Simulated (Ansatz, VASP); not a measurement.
**Au: VASP beside Ansatz**

File INCAR:

```
SYSTEM = Au
  PREC = Accurate
  ENCUT = 500
  EDIFF = 1E-6
  ISMEAR = 0
  SIGMA = 0.02
  LREAL = .False.
  LASPH = .True.
  NELM = 120
  ALGO = Normal
  ISIF = 2
  LWAVE = .False.
  LCHARG = .True.
  GGA = PE
  LELF = .True.
  LVHAR = .True.
  NBANDS = 12
  GGA_COMPAT = .False.
```

KPOINTS

```
Automatic mesh
0
Gamma
  10 10 10
  0 0 0
```

The input POSCAR:

```
Au
1.0
    2.7484100000      0.0000000000      0.0000000000
    0.0000000000      2.7484100000      0.0000000000
    0.0000000000      0.0000000000      2.7484100000
Au
1
Direct
    0.5000000000      0.5000000000      0.5000000000
```

input.yaml

```yaml
crystal:
  lattice:
    - [2.74841, 0.0, 0.0]
    - [0.0, 2.74841, 0.0]
    - [0.0, 0.0, 2.74841]
  atoms:
    - { symbol: Au, position: [0.5, 0.5, 0.5] }
hamiltonian:
  xc: pbe
  pseudopotentials: { kind: paw }
kpoints:
  mp_grid: { grid: [10, 10, 10] }
scf:
  occupations: { method: gaussian, width: 0.02 }
output:
  forces: true
  stress: true
  eigenvalues: true
  write_density: true
  write_potential: true
  elf: true
  volumetric_format: npy
```

Alike in both runs: task single point; functional PBE; k mesh 10 × 10 × 10; occupations gaussian, width 0.02 eV; no spin polarisation.

|  | VASP | Ansatz |
| --- | --- | --- |
| version | VASP 6.6.1 | Ansatz 0.2.0 |
| potentials or method | VASP PAW PBE potentials, release 64 (Au) | Ansatz PAW |
| plane-wave cutoff (eV) | 500 | 420 |
| valence electrons in the cell | 11 | 19 |

|  | VASP | Ansatz | Ansatz less VASP |
| --- | --- | --- | --- |
| gap on the k mesh at the Fermi level (eV) | none | none | - |
| pressure (GPa) | 0.1 | 0.2 | +0.18 |

A gap of «none» marks a metal or a gap that the smearing closes. VASP's potentials hold 11 valence electrons a cell and Ansatz's 19, so a difference there can come from the potentials and not from the codes.

Neither program's run includes spin-orbit coupling.
